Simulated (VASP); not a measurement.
# W (C2/m) in VASP: a series of runs, part 2 of 2

VASP 6.6.1. Earlier steps stand in the parts before.

### Step 3. Single point, PBEsol (shortest bond scaled by 1.1)

File INCAR:

```
SYSTEM = W
PREC     = Accurate       ! precision mode
ENCUT    = 520            ! plane-wave cutoff, eV
EDIFF    = 1E-6           ! SCF threshold, eV
ISMEAR   = -1             ! smearing method
SIGMA    = 0.05           ! smearing width, eV
LREAL    = .FALSE.        ! projectors in reciprocal space
LASPH    = .TRUE.         ! aspherical terms in the spheres
NELM     = 100            ! most SCF steps
ALGO     = Normal         ! electronic algorithm
ISIF     = 2              ! what is computed and relaxed
LWAVE    = .FALSE.        ! write WAVECAR
LCHARG   = .FALSE.        ! write CHGCAR
GGA      = PS             ! functional
NBANDS   = 21             ! bands
```

File KPOINTS:

```
Automatic mesh
0
G
  12 12 7
  0 0 0
```

File POSCAR:

```
W
1.0
    2.8445100090      0.0000000000      0.0000000000
   -1.4222550045      2.4634179291      0.0000000000
    0.0000000000      0.0000000000      4.6081062146
W
2
Direct
    0.3666666667      0.6833333333      0.2750000000
    0.6333333333      0.3166666667      0.7250000000
```

Potentials or basis: VASP PAW PBE potentials, release 64 (W_sv).

On the command line:

```bash
> cat potpaw_PBE.64/W_sv/POTCAR > POTCAR
> mpirun -np 1 vasp_std > vasp.out
```

OUTCAR:

```text
SYSTEM = W
   PREC = Accurate
   ENCUT = 520
   EDIFF = 1E-6
   ISMEAR = -1
   LREAL = .FALSE.
   LASPH = .TRUE.
   NELM = 100
   ISIF = 2
   GGA = PS

 ion  position               nearest neighbor table
   1  0.367  0.683  0.275-   2 2.60   2 2.60   2 2.75   2 2.98   2 2.98   2 3.11
   2  0.633  0.317  0.725-   1 2.60   1 2.60   1 2.75   1 2.98   1 2.98   1 3.11

  LATTYP: Found a hexagonal cell.
 ALAT       =     2.8445100090
 C/A-ratio  =     1.6200000000

  Lattice vectors:

 A1 = (   2.8445100090,   0.0000000000,   0.0000000000)
 A2 = (  -1.4222550045,   2.4634179291,   0.0000000000)
 A3 = (   0.0000000000,   0.0000000000,   4.6081062146)

Analysis of symmetry for initial positions (statically):
=====================================================================
 Subroutine PRICEL returns:
 Original cell was already a primitive cell.

 Routine SETGRP: Setting up the symmetry group for a
 hexagonal supercell.

 Subroutine GETGRP returns: Found  4 space group operations
 (whereof  4 operations were pure point group operations)
 out of a pool of 24 trial point group operations.

The static configuration has the point symmetry C_2h.

Analysis of symmetry for dynamics (positions and initial velocities):
=====================================================================
 Subroutine PRICEL returns:
 Original cell was already a primitive cell.

 Routine SETGRP: Setting up the symmetry group for a
 hexagonal supercell.

 Subroutine GETGRP returns: Found  4 space group operations
 (whereof  4 operations were pure point group operations)
 out of a pool of 24 trial point group operations.

The dynamic configuration has the point symmetry C_2h.

 Subroutine INISYM returns: Found  4 space group operations
 (whereof  4 operations are pure point group operations),
 and found     1 'primitive' translations

----------------------------------------------------------------------------------------

                                     Primitive cell

  volume of cell :      32.2900

  direct lattice vectors                    reciprocal lattice vectors
     2.844510009  0.000000000  0.000000000     0.351554397  0.202970026  0.000000000
    -1.422255004  2.463417929  0.000000000     0.000000000  0.405940051  0.000000000
     0.000000000  0.000000000  4.608106215     0.000000000  0.000000000  0.217008887

  length of vectors
     2.844510009  2.844510009  4.608106215     0.405940051  0.405940051  0.217008887

  position of ions in fractional coordinates (direct lattice)
     0.366666667  0.683333333  0.275000000
     0.633333333  0.316666667  0.725000000

  ion indices of the primitive-cell ions
   primitive index   ion index
                 1           1
                 2           2

----------------------------------------------------------------------------------------

 KPOINTS: Automatic mesh

Automatic generation of k-mesh.
 Grid dimensions read from file:
 generate k-points for:   12   12    7

 Generating k-lattice:

  Cartesian coordinates                     Fractional coordinates (reciprocal lattice)
     0.029296200  0.016914169  0.000000000     0.083333333 -0.000000000  0.000000000
     0.000000000  0.033828338  0.000000000     0.000000000  0.083333333  0.000000000
     0.000000000  0.000000000  0.031001270     0.000000000  0.000000000  0.142857143

  Length of vectors
     0.033828338  0.033828338  0.031001270

  Shift w.r.t. Gamma in fractional coordinates (k-lattice)
     0.000000000  0.000000000  0.000000000

 Subroutine IBZKPT returns following result:
 ===========================================

 Found    277 irreducible k-points:

 Following reciprocal coordinates:
            Coordinates               Weight
  0.000000  0.000000  0.000000      1.000000
  0.083333  0.000000  0.000000      2.000000
  0.000000  0.083333  0.000000      4.000000
  0.166667 -0.000000  0.000000      2.000000
  0.000000  0.166667  0.000000      4.000000
  0.250000 -0.000000  0.000000      2.000000
[... 16 lines left out ...]
 -0.083333  0.416667  0.000000      4.000000
 -0.416667  0.333333  0.000000      4.000000
 [... further k-points ...]
   k-points           NKPTS =    277   k-points in BZ     NKDIM =    277   number of bands    NBANDS=     21
   number of dos      NEDOS =    301   number of ions     NIONS =      2
   total plane-waves  NPLWV =  20736
   dimension x,y,z NGX =    24 NGY =   24 NGZ =   36
   dimension x,y,z NGXF=    48 NGYF=   48 NGZF=   72
   ions per type =               2
   NGX,Y,Z   is equivalent  to a cutoff of  14.03, 14.03, 12.99 a.u.
   NGXF,Y,Z  is equivalent  to a cutoff of  28.05, 28.05, 25.98 a.u.
 SYSTEM =  W
   PREC   = accura    normal or accurate (medium, high low for compatibility)
   ISTART =      0    job   : 0-new  1-cont  2-samecut
   ICHARG =      2    charge: 1-file 2-atom 10-const
   ISPIN  =      1    spin polarized calculation?
   LNONCOLLINEAR =      F non collinear calculations
   LSORBIT =      F    spin-orbit coupling
   LASPH  =      T    aspherical Exc in radial PAW
   ENCUT  =  520.0 eV  38.22 Ry    6.18 a.u.   5.29  5.29  8.57*2*pi/ulx,y,z
   NELM   =    100;   NELMIN=  2; NELMDL= -5     # of ELM steps
   EDIFF  = 0.1E-05   stopping-criterion for ELM
   LREAL  =      F    real-space projection
   EDIFFG = 0.1E-04   stopping-criterion for IOM
   NSW    =      0    number of steps for IOM
   IBRION =     -1    ionic relax: 0-MD 1-quasi-New 2-CG
   NFREE  =      0    steps in history (QN), initial steepest desc. (CG)
   ISIF   =      2    stress and relaxation
   ISYM   =      2    0-nonsym 1-usesym 2-fastsym
   POTIM  = 0.5000    time-step for ionic-motion
   TEBEG  =    0.0;   TEEND  =   0.0 temperature during run
   PSTRESS=    0.0 pullay stress
   NELECT =      28.0000    total number of electrons
   NUPDOWN=      -1.0000    fix difference up-down
   EMIN   =  10.00;   EMAX   =-10.00  energy-range for DOS
[... 5 lines left out ...]
     AMIX     =   0.40;   BMIX     =  1.00
     AMIX_MAG =   1.60;   BMIX_MAG =  1.00
  volume/ion in A,a.u.               =      16.15       108.95
  Fermi-wavevector in a.u.,A,eV,Ry     =   1.561127  2.950102 33.158985  2.437117
  Thomas-Fermi vector in A             =   2.664238
   LORBIT       =      0    0 simple, 1 ext, 2 COOP (PROOUT), +10 PAW based schemes
   GGA     = PS    functional components
   LHFCALC =     F    Hartree Fock is set to
   AEXX    =    0.0000 exact exchange contribution
   IVDW    =     0    specifies the selected vdW correction
   LEPSILON=     F    determine dielectric tensor
   LRPA    =     F    only Hartree local field effects (RPA)
 non-spin polarized calculation
  energy-cutoff  :      520.00
  volume of cell :       32.29
 maximum number of plane-waves:       885
 NGX is ok and might be reduce to    24
   NGX = 11   NGY = 11   NGZ = 17

 number of electron      28.0000000 magnetization

 Free energy of the ion-electron system (eV)
  ---------------------------------------------------
  ext. energy  EPLUGINS =         0.00000000
  ---------------------------------------------------
  free energy    TOTEN  =       -26.09553172 eV

  energy without entropy =      -26.06959419  energy(sigma->0) =      -26.08256296

 E-fermi :  10.5541     XC(G=0): -13.6053

 val. band max:       10.5534917210   @ k =   0.5000   0.3333   0.0000
 cond. band min:      10.5559238626   @ k =   0.0833   0.0833   0.0000
 fundamental gap:      0.0024321416
 Fermi energy:        10.5541469528

 k-point     1 :       0.0000    0.0000    0.0000
  band No.  band energies     occupation
      1     -62.9956      2.00000
      2     -62.8264      2.00000
      3     -27.9234      2.00000
      4     -26.8386      2.00000
      5     -26.7856      2.00000
      6     -26.6621      2.00000
[... 13 lines left out ...]
     20      15.8659      0.00000
     21      19.7359      0.00000

 k-point     2 :       0.0833    0.0000    0.0000
  band No.  band energies     occupation
      1     -62.9888      2.00000
      2     -62.8234      2.00000
      3     -27.9016      2.00000
      4     -26.8649      2.00000
      5     -26.8575      2.00000
      6     -26.7148      2.00000
[... 520 lines left out ...]
 k-point    24 :      -0.4167    0.3333    0.0000
  band No.  band energies     occupation
      1     -62.8836      2.00000
      2     -62.8080      2.00000
      3     -27.6955      2.00000
      4     -27.5772      2.00000
      5     -27.2358      2.00000
      6     -27.0255      2.00000
[... 13 lines left out ...]
     20      19.6348      0.00000
     21      21.3279      0.00000

 [... further k-points ...]

------------------------ aborting loop because EDIFF is reached ----------------------------------------

  FORCE on cell =-STRESS in cart. coord.  units (eV):
  Direction    XX          YY          ZZ          XY          YZ          ZX
  --------------------------------------------------------------------------------------
  -------------------------------------------------------------------------------------
  Total        0.1854833      1.3472328      0.9380119     -1.0061045     -0.4793769     -0.8303054
  in kB        9.2033809     66.8475004     46.5426240    -49.9212719    -23.7859038    -41.1984031
  external PRESSURE =      40.8645017 kB  Pullay stress =       0.0000000 kB

 VOLUME and BASIS-vectors are now :
 -----------------------------------------------------------------------------
  energy-cutoff  :      520.00
  volume of cell :       32.29
      direct lattice vectors                 reciprocal lattice vectors
     2.844510009  0.000000000  0.000000000     0.351554397  0.202970026  0.000000000
    -1.422255004  2.463417929  0.000000000     0.000000000  0.405940051  0.000000000
     0.000000000  0.000000000  4.608106215     0.000000000  0.000000000  0.217008887

 POSITION                                       TOTAL-FORCE (eV/Angst)
 -----------------------------------------------------------------------------------
      0.07111      1.68334      1.26723         0.491106      0.283540     -2.987993
      1.35114      0.78008      3.34088        -0.491106     -0.283540      2.987993
 -----------------------------------------------------------------------------------
    total drift:                               -0.000000      0.000000     -0.000000

  FREE ENERGIE OF THE ION-ELECTRON SYSTEM (eV)
  ---------------------------------------------------
  free  energy   TOTEN  =       -26.0955317194 eV

  energy  without entropy=      -26.0695941923  energy(sigma->0) =      -26.08256296
```

It took 71 s on 1 thread of Intel Xeon 6975P-C (Granite Rapids), shared host; peak memory 0.27 GiB.

Results:

```yaml
Free_energy: -26.0955 eV
Pressure: 4.1 GPa
Largest_force: 3.041 eV/Å
Band_gap_on_the_k_mesh: zero (band 14 reaches 11.61 eV, above the bottom of band 15 at 9.99 eV)
```

Forces on the atoms (eV/Å):
```
W    0.491  0.284 -2.988
W   -0.491 -0.284  2.988
```

Caveat: the cell differs from its parent crystal (shortest bond scaled by 1.1); the PAW data sets were made with another functional, which shifts forces and pressure a little; spin-orbit coupling is left out, which moves the levels of the heavy elements.

### Step 4. Single point, PBEsol (shortest bond scaled by 0.76)

File INCAR:

```
SYSTEM = W
ALGO = Normal
EDIFF = 1E-6
ENCUT = 520
GGA = PS
ISIF = 2
ISMEAR = -1
LASPH = .True.
LCHARG = .True.
LELF = .True.
LREAL = .False.
LVHAR = .True.
LWAVE = .False.
NBANDS = 21
NELM = 60
PREC = Accurate
SIGMA = 0.05
```

File KPOINTS:

```
k-points
0
Gamma
  12 12 7
  0 0 0
```

File POSCAR:

```
W
1.0
    2.8445100090      0.0000000000      0.0000000000
   -1.4222550045      2.4634179291      0.0000000000
    0.0000000000      0.0000000000      4.6081062146
W
2
Direct
    0.2533333333      0.6266666667      0.1900000000
    0.7466666667      0.3733333333      0.8100000000
```

On the command line:

```bash
> cat potpaw_PBE.64/W_sv/POTCAR > POTCAR
> mpirun -np 1 vasp_std > vasp.out
```

Wall time 67 s (1 thread of Intel Xeon 6975P-C (Granite Rapids), shared host); peak memory 0.27 GiB.

The run converged. Its results:

| Property | Result |
| --- | --- |
| Free energy | -24.2578 eV |
| Pressure | 46.6 GPa |
| Largest force | 9.528 eV/Å |
| Band gap on the k mesh | zero (band 14 reaches 12.15 eV, above the bottom of band 15 at 9.37 eV) |

Forces on the atoms (eV/Å):
```
W    3.053  1.763  8.852
W   -3.053 -1.763 -8.852
```

Stress tensor (GPa, compression positive):
```
43.96  5.52 20.54
 5.52 37.58 11.86
20.54 11.86 58.38
```

Levels at points of the mesh, in eV from the Fermi level:
| k point | band 10 | band 11 | band 12 | band 13 | band 14 | band 15 | band 16 | band 17 | band 18 | band 19 |
| --- | --- | --- | --- | --- | --- | --- | --- | --- | --- | --- |
| (0.00, 0.00, 0.00) | -6.39 | -2.65 | -1.69 | -1.58 | -1.45 | 0.31 | 1.27 | 3.86 | 3.88 | 3.98 |
| (0.50, 0.00, 0.00) | -4.44 | -2.83 | -1.35 | -1.34 | -1.30 | 0.49 | 3.84 | 5.51 | 6.15 | 6.39 |
| (0.00, 0.50, 0.00) | -5.41 | -4.40 | -1.72 | -0.65 | 0.00 | 2.12 | 4.20 | 5.04 | 5.07 | 7.11 |

Caveat: the cell differs from its parent crystal (shortest bond scaled by 0.76); the PAW data sets were made with another functional, which shifts forces and pressure a little; spin-orbit coupling is left out, which moves the levels of the heavy elements.

### Step 5. Single point, PBEsol (shortest bond scaled by 0.7)

File INCAR:

```
PREC = Accurate
ENCUT = 520
EDIFF = 1E-6
ISMEAR = -1
SIGMA = 0.05
LREAL = F
LASPH = T
NELM = 80
ALGO = Normal
ISIF = 2
LWAVE = F
LCHARG = F
GGA = PS
NBANDS = 21
```

File KPOINTS:

```
regular mesh
0
Gamma
  12 12 7
```

File POSCAR:

```
W
1.0
    2.8445100090      0.0000000000      0.0000000000
   -1.4222550045      2.4634179291      0.0000000000
    0.0000000000      0.0000000000      4.6081062146
W
2
Direct
    0.2333333333      0.6166666667      0.1750000000
    0.7666666667      0.3833333333      0.8250000000
```

On the command line:

```bash
> cat potpaw_PBE.64/W_sv/POTCAR > POTCAR
> mpirun -np 1 vasp_std > vasp.out
```

Wall time 68 s (1 thread of Intel Xeon 6975P-C (Granite Rapids), shared host); peak memory 0.26 GiB.

The run converged. Its results:

```yaml
Free_energy: -21.9912 eV
Pressure: 82.3 GPa
Largest_force: 18.683 eV/Å
Band_gap_on_the_k_mesh: zero (band 14 reaches 12.25 eV, above the bottom of band 15 at 9.37 eV)
```

Forces in eV/Å, atoms in the order of the input:
```
W     6.794   3.923  16.956
W    -6.794  -3.923 -16.956
```

Stress tensor (GPa, compression positive):
```
 71.00  13.68  50.52
 13.68  55.20  29.17
 50.52  29.17 120.63
```

Levels at points of the mesh, in eV from the Fermi level:
| k point | band 12 | band 13 | band 14 | band 15 | band 16 | band 17 |
| --- | --- | --- | --- | --- | --- | --- |
| (0.00, 0.00, 0.00) | -2.71 | -2.49 | -1.87 | 0.24 | 1.22 | 3.90 |
| (0.50, 0.00, 0.00) | -1.88 | -1.26 | -1.10 | 0.43 | 2.99 | 4.90 |
| (0.00, 0.50, 0.00) | -2.07 | -0.65 | -0.29 | 2.88 | 3.18 | 4.53 |

Caveat: the cell differs from its parent crystal (shortest bond scaled by 0.7); the PAW data sets were made with another functional, which shifts forces and pressure a little; spin-orbit coupling is left out, which moves the levels of the heavy elements.
